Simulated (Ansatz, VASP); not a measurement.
**Mo in VASP and in Ansatz**

INCAR

```
SYSTEM = Mo
ALGO     = Fast           ! electronic algorithm
EDIFF    = 1E-6           ! SCF threshold, eV
ENCUT    = 520            ! plane-wave cutoff, eV
GGA      = PE             ! functional
ISIF     = 2              ! what is computed and relaxed
ISMEAR   = 0              ! smearing method
LASPH    = .True.         ! aspherical terms in the spheres
LCHARG   = .False.        ! write CHGCAR
LREAL    = .False.        ! projectors in reciprocal space
LWAVE    = .False.        ! write WAVECAR
NBANDS   = 13             ! bands
NELM     = 60             ! most SCF steps
PREC     = Accurate       ! precision mode
SIGMA    = 0.15           ! smearing width, eV
```

The input KPOINTS:

```
k-points
0
Gamma
  22 22 22
  0 0 0
```

File POSCAR:

```
Mo
1.0
   -1.4924500000      1.5710000000      1.5710000000
    1.4924500000     -1.5710000000      1.5710000000
    1.4924500000      1.5710000000     -1.5710000000
Mo
1
Direct
    0.0000000000      0.0000000000      0.0000000000
```

Input for Ansatz:

```yaml
crystal:
  lattice:
    - [-1.49245, 1.571, 1.571]
    - [1.49245, -1.571, 1.571]
    - [1.49245, 1.571, -1.571]
  atoms:
    - { symbol: Mo, position: [0.0, 0.0, 0.0] }
basis:
  ecutwfc: 420
kpoints:
  mp_grid: { grid: [22, 22, 22] }
hamiltonian:
  xc: pbe
scf:
  occupations: { method: gaussian, width: 0.15 }
output:
  forces: true
  stress: true
  eigenvalues: true
```

Change from the starting cell: strain -0.0500 x Voigt [1, 0, 0, 0, 0, 0], atoms carried along.

Alike in both runs: task single point; functional PBE; k mesh 22 × 22 × 22; occupations gaussian, width 0.15 eV; no spin polarisation.

|  | VASP | Ansatz |
| --- | --- | --- |
| version | VASP 6.6.1 | Ansatz 0.2.0 |
| potentials or method | VASP PAW PBE potentials, release 64 (Mo_sv), cutoff 520 eV | scalar-relativistic, plane waves, PAW |
| valence electrons in the cell | 14 | 14 |

```csv
,VASP,Ansatz,Ansatz less VASP
gap on the k mesh at the Fermi level (eV),none,none,-
pressure (GPa),21.8,21.1,-0.69
"traceless stress, the component that is largest in VASP (GPa)",12.10,12.10,+0.004
```

A gap of «none» marks a metal or a gap that the smearing closes. With one functional, cell and mesh, what is left measures potentials, basis and numerics.
